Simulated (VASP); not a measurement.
# Bi2Te3 (R3m) in VASP: further runs

Runs on Bi2Te3. Level: LDA. Tasks: single point.

All numbers are computed with VASP 6.6.1; they aren't measurements. Logs are shortened: lines on timing, memory, paths and dates and some standing lists are left out, and cuts for length are marked.

## Step 1: The cell of the first run

It takes space group R3m (No. 160, trigonal). Conventional cell: a = 4.417 Å, b = 4.417 Å, c = 28.945 Å, α = 90.00°, β = 90.00°, γ = 120.00°. Bi (site symmetry 3m) has 3 Te at 3.00 Å and 3 Bi at 3.38 Å within 4.0 Å. Within 4.6 Å of Bi (site symmetry 3m) lie 9 Te at 3.23 to 4.58 Å and 9 Bi at 3.38 to 4.42 Å. Te (site symmetry 3m) has 6 Te at 3.02 to 3.40 Å within 4.0 Å. Te (site symmetry 3m) has 3 Bi at 3.00 Å and 3 Te at 3.40 Å within 4.0 Å. Te (site symmetry 3m) has 3 Te at 3.02 Å and 3 Bi at 3.23 Å within 4.0 Å.

## Step 2: Single point, LDA (zz strain of -3 %)

The input, INCAR:

```
  PREC = Accurate
  ENCUT = 520
  EDIFF = 1E-6
  ISMEAR = -1
  SIGMA = 0.08
  LREAL = F
  LASPH = T
  NELM = 100
  ALGO = Normal
  ISIF = 2
  LWAVE = F
  LCHARG = F
  NBANDS = 32
```

The input, KPOINTS:

```
regular mesh
0
Gamma
  8 8 8
```

The input, POSCAR:

```
Bi2Te3
1.0
    2.2085012539      1.2750787934      9.6482699000
   -2.2085012539      1.2750787934      9.6482699000
    0.0000000000     -2.5501575869      9.6482699000
Bi Te
2 3
Direct
    0.8120000000      0.8120000000      0.8120000000
    0.4020000000      0.4020000000      0.4020000000
    0.6110000000      0.6110000000      0.6110000000
    0.2000000000      0.2000000000      0.2000000000
    0.0000000000      0.0000000000      0.0000000000
```

Potentials or basis: VASP PAW LDA potentials, release 64 (Bi_d, Te).

The run is started by

```bash
$ cat potpaw_LDA.64/Bi_d/POTCAR potpaw_LDA.64/Te/POTCAR > POTCAR
$ mpirun -np 1 vasp_std > vasp.out
```

OUTCAR:

```text
PREC = Accurate
   ENCUT = 520
   EDIFF = 1E-6
   ISMEAR = -1
   LREAL = F
   LASPH = T
   NELM = 100
   ISIF = 2

 ion  position               nearest neighbor table
   1  0.812  0.812  0.812-   4 3.00   4 3.00   4 3.00   2 3.38   2 3.38   2 3.38
   2  0.402  0.402  0.402-   5 3.23   5 3.23   5 3.23   1 3.38   1 3.38   1 3.38
   3  0.611  0.611  0.611-   5 3.02   5 3.02   5 3.02   4 3.40   4 3.40   4 3.40
   4  0.200  0.200  0.200-   1 3.00   1 3.00   1 3.00   3 3.40   3 3.40   3 3.40
   5  0.000  0.000  0.000-   3 3.02   3 3.02   3 3.02   2 3.23   2 3.23   2 3.23

  LATTYP: Found a trigonal (rhomboedric) cell.
 ALAT       =     9.9795999810
 COS(alpha) =     0.9020512205

  Lattice vectors:

 A1 = (   2.2085012539,   1.2750787934,   9.6482699000)
 A2 = (  -2.2085012539,   1.2750787934,   9.6482699000)
 A3 = (   0.0000000000,  -2.5501575869,   9.6482699000)

Analysis of symmetry for initial positions (statically):
=====================================================================
 Subroutine PRICEL returns:
 Original cell was already a primitive cell.

 Routine SETGRP: Setting up the symmetry group for a
 trigonal (rhombohedral) supercell.

 Subroutine GETGRP returns: Found  6 space group operations
 (whereof  6 operations were pure point group operations)
 out of a pool of 12 trial point group operations.

The static configuration has the point symmetry C_3v.

Analysis of symmetry for dynamics (positions and initial velocities):
=====================================================================
 Subroutine PRICEL returns:
 Original cell was already a primitive cell.

 Routine SETGRP: Setting up the symmetry group for a
 trigonal (rhombohedral) supercell.

 Subroutine GETGRP returns: Found  6 space group operations
 (whereof  6 operations were pure point group operations)
 out of a pool of 12 trial point group operations.

The dynamic configuration has the point symmetry C_3v.

 Subroutine INISYM returns: Found  6 space group operations
 (whereof  6 operations are pure point group operations),
 and found     1 'primitive' translations

----------------------------------------------------------------------------------------

                                     Primitive cell

  volume of cell :     163.0179

  direct lattice vectors                    reciprocal lattice vectors
     2.208501254  1.275078793  9.648269900     0.226397879  0.130710876  0.034548508
    -2.208501254  1.275078793  9.648269900    -0.226397879  0.130710876  0.034548508
     0.000000000 -2.550157587  9.648269900     0.000000000 -0.261421753  0.034548508

  length of vectors
     9.979599981  9.979599981  9.979599981     0.263694771  0.263694771  0.263694771

  position of ions in fractional coordinates (direct lattice)
     0.812000000  0.812000000  0.812000000
     0.402000000  0.402000000  0.402000000
     0.611000000  0.611000000  0.611000000
     0.200000000  0.200000000  0.200000000
     0.000000000  0.000000000  0.000000000

  ion indices of the primitive-cell ions
   primitive index   ion index
                 1           1
                 2           2
                 3           3
                 4           4
                 5           5

----------------------------------------------------------------------------------------

 KPOINTS: regular mesh

Automatic generation of k-mesh.
 Grid dimensions read from file:
 generate k-points for:    8    8    8

 Generating k-lattice:

  Cartesian coordinates                     Fractional coordinates (reciprocal lattice)
     0.028299735  0.016338860  0.004318564     0.125000000 -0.000000000  0.000000000
    -0.028299735  0.016338860  0.004318564    -0.000000000  0.125000000  0.000000000
     0.000000000 -0.032677719  0.004318564     0.000000000  0.000000000  0.125000000

  Length of vectors
     0.032961846  0.032961846  0.032961846

  Shift w.r.t. Gamma in fractional coordinates (k-lattice)
     0.000000000  0.000000000  0.000000000

 Subroutine IBZKPT returns following result:
 ===========================================

 Found     65 irreducible k-points:

 Following reciprocal coordinates:
            Coordinates               Weight
  0.000000  0.000000  0.000000      1.000000
  0.125000  0.000000  0.000000      6.000000
  0.250000  0.000000  0.000000      6.000000
  0.375000  0.000000  0.000000      6.000000
  0.500000  0.000000  0.000000      3.000000
  0.125000  0.125000  0.000000      6.000000
[... 16 lines left out ...]
  0.250000  0.125000  0.125000      6.000000
  0.375000  0.125000  0.125000      6.000000
 [... further k-points ...]
   k-points           NKPTS =     65   k-points in BZ     NKDIM =     65   number of bands    NBANDS=     32
   number of dos      NEDOS =    301   number of ions     NIONS =      5
   total plane-waves  NPLWV = 512000
   dimension x,y,z NGX =    80 NGY =   80 NGZ =   80
   dimension x,y,z NGXF=   160 NGYF=  160 NGZF=  160
   ions per type =               2   3
   NGX,Y,Z   is equivalent  to a cutoff of  13.33, 13.33, 13.33 a.u.
   NGXF,Y,Z  is equivalent  to a cutoff of  26.65, 26.65, 26.65 a.u.
 SYSTEM =  unknown system
   PREC   = accura    normal or accurate (medium, high low for compatibility)
   ISTART =      0    job   : 0-new  1-cont  2-samecut
   ICHARG =      2    charge: 1-file 2-atom 10-const
   ISPIN  =      1    spin polarized calculation?
   LNONCOLLINEAR =      F non collinear calculations
   LSORBIT =      F    spin-orbit coupling
   LASPH  =      T    aspherical Exc in radial PAW
   ENCUT  =  520.0 eV  38.22 Ry    6.18 a.u.  18.56 18.56 18.56*2*pi/ulx,y,z
   NELM   =    100;   NELMIN=  2; NELMDL= -5     # of ELM steps
   EDIFF  = 0.1E-05   stopping-criterion for ELM
   LREAL  =      F    real-space projection
   EDIFFG = 0.1E-04   stopping-criterion for IOM
   NSW    =      0    number of steps for IOM
   IBRION =     -1    ionic relax: 0-MD 1-quasi-New 2-CG
   NFREE  =      0    steps in history (QN), initial steepest desc. (CG)
   ISIF   =      2    stress and relaxation
   ISYM   =      2    0-nonsym 1-usesym 2-fastsym
   POTIM  = 0.5000    time-step for ionic-motion
   TEBEG  =    0.0;   TEEND  =   0.0 temperature during run
   PSTRESS=    0.0 pullay stress
   NELECT =      48.0000    total number of electrons
   NUPDOWN=      -1.0000    fix difference up-down
   EMIN   =  10.00;   EMAX   =-10.00  energy-range for DOS
   EFERMI =   0.00;   METHOD = LEGACY
   ISMEAR =    -1;   SIGMA  =   0.08  broadening in eV -4-tet -1-fermi 0-gaus
   EFERMI_NEDOS =   21; number of points for ismear=-14 and -15
   IALGO  =     38    algorithm
   IMIX   =      4    mixing-type and parameters
     AMIX     =   0.40;   BMIX     =  1.00
     AMIX_MAG =   1.60;   BMIX_MAG =  1.00
  volume/ion in A,a.u.               =      32.60       220.02
  Fermi-wavevector in a.u.,A,eV,Ry     =   1.089123  2.058143 16.139069  1.186188
  Thomas-Fermi vector in A             =   2.225319
   LORBIT       =      0    0 simple, 1 ext, 2 COOP (PROOUT), +10 PAW based schemes
   GGA     = CA    functional components
   LHFCALC =     F    Hartree Fock is set to
   AEXX    =    0.0000 exact exchange contribution
   IVDW    =     0    specifies the selected vdW correction
   LEPSILON=     F    determine dielectric tensor
   LRPA    =     F    only Hartree local field effects (RPA)
 non-spin polarized calculation
  energy-cutoff  :      520.00
  volume of cell :      163.02
 maximum number of plane-waves:      4428
 NGX is ok and might be reduce to    80
   NGX = 37   NGY = 37   NGZ = 37

 number of electron      48.0000001 magnetization

 Free energy of the ion-electron system (eV)
  ---------------------------------------------------
  ext. energy  EPLUGINS =         0.00000000
  ---------------------------------------------------
  free energy    TOTEN  =       -20.30699909 eV

  energy without entropy =      -20.26974498  energy(sigma->0) =      -20.28837203

 E-fermi :   6.6384     XC(G=0):  -9.7681

 val. band max:        6.6000359596   @ k =  -0.2500   0.2500   0.0000
 cond. band min:       6.6836083891   @ k =  -0.1250   0.1250   0.0000
 fundamental gap:      0.0835724295
 Fermi energy:         6.6383726970

 k-point     1 :       0.0000    0.0000    0.0000
  band No.  band energies     occupation
      1     -16.4391      2.00000
      2     -16.4391      2.00000
      3     -16.4034      2.00000
      4     -16.4034      2.00000
      5     -16.3964      2.00000
      6     -15.8796      2.00000
[... 24 lines left out ...]
     31      11.2426      0.00000
     32      11.4734      0.00000

 k-point     2 :       0.1250    0.0000    0.0000
  band No.  band energies     occupation
      1     -16.4396      2.00000
      2     -16.4376      2.00000
      3     -16.4040      2.00000
      4     -16.4030      2.00000
      5     -16.3952      2.00000
      6     -15.8824      2.00000
[... 24 lines left out ...]
     31      10.6801      0.00000
     32      11.2546      0.00000

 k-point     3 :       0.2500    0.0000    0.0000
  band No.  band energies     occupation
      1     -16.4409      2.00000
      2     -16.4342      2.00000
      3     -16.4052      2.00000
      4     -16.4014      2.00000
      5     -16.3919      2.00000
      6     -15.8883      2.00000
[... 24 lines left out ...]
     31      10.2391      0.00000
     32      11.8149      0.00000

 k-point     4 :       0.3750    0.0000    0.0000
  band No.  band energies     occupation
      1     -16.4423      2.00000
      2     -16.4314      2.00000
      3     -16.4065      2.00000
      4     -16.3993      2.00000
      5     -16.3884      2.00000
      6     -15.8944      2.00000
[... 654 lines left out ...]
     31      11.2384      0.00000
     32      11.5450      0.00000

 k-point    23 :       0.2500    0.1250    0.1250
  band No.  band energies     occupation
      1     -16.4396      2.00000
      2     -16.4376      2.00000
      3     -16.4040      2.00000
      4     -16.4030      2.00000
      5     -16.3952      2.00000
      6     -15.8824      2.00000
[... 24 lines left out ...]
     31      10.6845      0.00000
     32      11.3651      0.00000

 k-point    24 :       0.3750    0.1250    0.1250
  band No.  band energies     occupation
      1     -16.4409      2.00000
      2     -16.4342      2.00000
      3     -16.4052      2.00000
      4     -16.4014      2.00000
      5     -16.3919      2.00000
      6     -15.8883      2.00000
[... 24 lines left out ...]
     31      10.2957      0.00000
     32      11.6384      0.00000

 [... further k-points ...]

------------------------ aborting loop because EDIFF is reached ----------------------------------------

  FORCE on cell =-STRESS in cart. coord.  units (eV):
  Direction    XX          YY          ZZ          XY          YZ          ZX
  --------------------------------------------------------------------------------------
  -------------------------------------------------------------------------------------
  Total       -0.1280237     -0.1280237     -0.5749899      0.0000000      0.0000000      0.0000000
  in kB       -1.2582459     -1.2582459     -5.6511313      0.0000000      0.0000000      0.0000000
  external PRESSURE =      -2.7225410 kB  Pullay stress =       0.0000000 kB

 VOLUME and BASIS-vectors are now :
 -----------------------------------------------------------------------------
  energy-cutoff  :      520.00
  volume of cell :      163.02
      direct lattice vectors                 reciprocal lattice vectors
     2.208501254  1.275078793  9.648269900     0.226397879  0.130710876  0.034548508
    -2.208501254  1.275078793  9.648269900    -0.226397879  0.130710876  0.034548508
     0.000000000 -2.550157587  9.648269900     0.000000000 -0.261421753  0.034548508

 POSITION                                       TOTAL-FORCE (eV/Angst)
 -----------------------------------------------------------------------------------
      0.00000     -0.00000     23.50319         0.000000      0.000000     -0.923920
      0.00000     -0.00000     11.63581         0.000000      0.000000     -0.347667
      0.00000     -0.00000     17.68528         0.000000      0.000000     -0.794211
      0.00000     -0.00000      5.78896         0.000000     -0.000000      0.875280
      0.00000      0.00000      0.00000         0.000000     -0.000000      1.190518
 -----------------------------------------------------------------------------------
    total drift:                               -0.000000     -0.000000     -0.000233

  FREE ENERGIE OF THE ION-ELECTRON SYSTEM (eV)
  ---------------------------------------------------
  free  energy   TOTEN  =       -20.3069990943 eV

  energy  without entropy=      -20.2697449750  energy(sigma->0) =      -20.28837203
```

It took 13 min on 1 thread of Intel Xeon 6975P-C (Granite Rapids), shared host; peak memory 0.83 GiB.

What came out:

* Free energy: -20.3070 eV
* Pressure: -0.3 GPa
* Largest force: 1.191 eV/Å
* Band gap on the k mesh: zero (bands 24 and 25 overlap by 0.21 eV)

Forces on the atoms (eV/Å):
```
Bi   0.000  0.000 -0.924
Bi   0.000  0.000 -0.348
Te   0.000  0.000 -0.794
Te   0.000  0.000  0.875
Te   0.000  0.000  1.191
```

Stress tensor (GPa, compression positive):
```
-0.13  0.00  0.00
 0.00 -0.13  0.00
 0.00  0.00 -0.57
```

Caveat: the cell differs from its parent crystal (zz strain of -3 %); spin-orbit coupling is left out, which moves the levels of the heavy elements; forces of over 1 eV/Å act on the atoms, so gaps and moduli don't describe the material at rest.

## Step 3: Single point, LDA (zz strain of -1 %)

The input, INCAR:

```
PREC = Accurate
ENCUT = 520
EDIFF = 1E-7
ISMEAR = -1
SIGMA = 0.08
LREAL = F
LASPH = T
NELM = 80
ALGO = Normal
ISIF = 2
LWAVE = F
LCHARG = F
NBANDS = 32
```

The input, KPOINTS:

```
Automatic mesh
0
Gamma
  8 8 8
```

Edit POSCAR of step 2 so:

```diff
@@ -2,5 +2,5 @@
 1.0
-    2.2085012539      1.2750787934      9.6482699000
-   -2.2085012539      1.2750787934      9.6482699000
-    0.0000000000     -2.5501575869      9.6482699000
+    2.2085012539      1.2750787934      9.8472033000
+   -2.2085012539      1.2750787934      9.8472033000
+    0.0000000000     -2.5501575869      9.8472033000
 Bi Te
```

Potentials or basis: VASP PAW LDA potentials, release 64 (Bi_d, Te).

The run is started by

```bash
$ cat potpaw_LDA.64/Bi_d/POTCAR potpaw_LDA.64/Te/POTCAR > POTCAR
$ mpirun -np 1 vasp_std > vasp.out
```

It took 15 min on 1 thread of Intel Xeon 6975P-C (Granite Rapids), shared host; peak memory 0.83 GiB.

The run converged. Its results:

| Quantity | Value |
| --- | --- |
| Free energy | -20.2820 eV |
| Pressure | -1.3 GPa |
| Largest force | 1.173 eV/Å |
| Band gap on the k mesh | zero (bands 24 and 25 overlap by 0.19 eV) |

Forces on the atoms (eV/Å):
```
Bi   0.000  0.000 -0.820
Bi   0.000  0.000 -0.408
Te   0.000  0.000 -0.692
Te   0.000  0.000  0.747
Te   0.000  0.000  1.173
```

Stress tensor (GPa, compression positive):
```
-1.02  0.00  0.00
 0.00 -1.02  0.00
 0.00  0.00 -1.90
```

Levels at points of the mesh, in eV from the Fermi level:
| k point | band 21 | band 22 | band 23 | band 24 | band 25 | band 26 | band 27 | band 28 |
| --- | --- | --- | --- | --- | --- | --- | --- | --- |
| (0.00, 0.00, 0.00) | -2.15 | -0.52 | -0.50 | -0.50 | -0.11 | 0.23 | 0.23 | 2.12 |
| (0.50, 0.00, 0.00) | -3.28 | -2.21 | -0.32 | -0.26 | -0.15 | 0.44 | 2.56 | 2.69 |
| (0.50, 0.50, 0.00) | -2.29 | -1.87 | -1.12 | -0.44 | 0.39 | 1.11 | 1.77 | 2.46 |
| (0.50, 0.50, 0.50) | -1.87 | -0.91 | -0.76 | -0.76 | 0.39 | 0.84 | 0.84 | 1.60 |

Caveat: the cell differs from its parent crystal (zz strain of -1 %); spin-orbit coupling is left out, which moves the levels of the heavy elements; forces of over 1 eV/Å act on the atoms, so gaps and moduli don't describe the material at rest.

## Step 4: Single point, LDA (equal xx and yy strain of -3 %)

The input, INCAR:

```
SYSTEM = Bi2Te3
  PREC = Accurate
  ENCUT = 500
  EDIFF = 1E-6
  ISMEAR = -1
  SIGMA = 0.08
  LREAL = .False.
  LASPH = .True.
  NELM = 120
  ALGO = Normal
  ISIF = 2
  LWAVE = .False.
  LCHARG = .False.
  NBANDS = 32
  GGA_COMPAT = .False.
```

The input, KPOINTS:

```
regular mesh
0
Gamma
  8 8 8
  0 0 0
```

Edit POSCAR of step 3 so:

```diff
@@ -2,5 +2,5 @@
 1.0
-    2.2085012539      1.2750787934      9.8472033000
-   -2.2085012539      1.2750787934      9.8472033000
-    0.0000000000     -2.5501575869      9.8472033000
+    2.1422462163      1.2368264296      9.9466700000
+   -2.1422462163      1.2368264296      9.9466700000
+    0.0000000000     -2.4736528593      9.9466700000
 Bi Te
```

The run is started by

```bash
$ cat potpaw_LDA.64/Bi_d/POTCAR potpaw_LDA.64/Te/POTCAR > POTCAR
$ mpirun -np 1 vasp_std > vasp.out
```

It took 23 min on 1 thread of Intel Xeon Platinum 8488C (Sapphire Rapids), shared host; peak memory 0.74 GiB.

The run converged. Its results:

* Free energy: -20.2433 eV
* Pressure: 1.5 GPa
* Largest force: 1.443 eV/Å
* Band gap on the k mesh: zero (bands 24 and 25 overlap by 0.17 eV)

Forces on the atoms (eV/Å):
```
Bi   0.000  0.000 -1.119
Bi   0.000  0.000 -0.443
Te   0.000  0.000 -0.944
Te   0.000  0.000  1.064
Te   0.000  0.000  1.443
```

Stress tensor (GPa, compression positive):
```
2.06 0.00 0.00
0.00 2.06 0.00
0.00 0.00 0.27
```

Levels at points of the mesh, in eV from the Fermi level:
```tsv
k point	band 21	band 22	band 23	band 24	band 25	band 26	band 27	band 28
(0.00, 0.00, 0.00)	-2.16	-0.45	-0.45	-0.36	0.04	0.35	0.35	2.20
(0.50, 0.00, 0.00)	-3.41	-2.51	-0.36	-0.28	-0.17	0.43	2.42	2.58
(0.50, 0.50, 0.00)	-2.42	-1.97	-1.14	-0.75	0.14	1.05	1.81	2.49
(0.50, 0.50, 0.50)	-1.78	-0.83	-0.68	-0.68	0.51	0.91	0.91	1.71
```

Caveat: the cell differs from its parent crystal (equal xx and yy strain of -3 %); spin-orbit coupling is left out, which moves the levels of the heavy elements; forces of over 1 eV/Å act on the atoms, so gaps and moduli don't describe the material at rest.

(Part 1 of 2 ends here.)
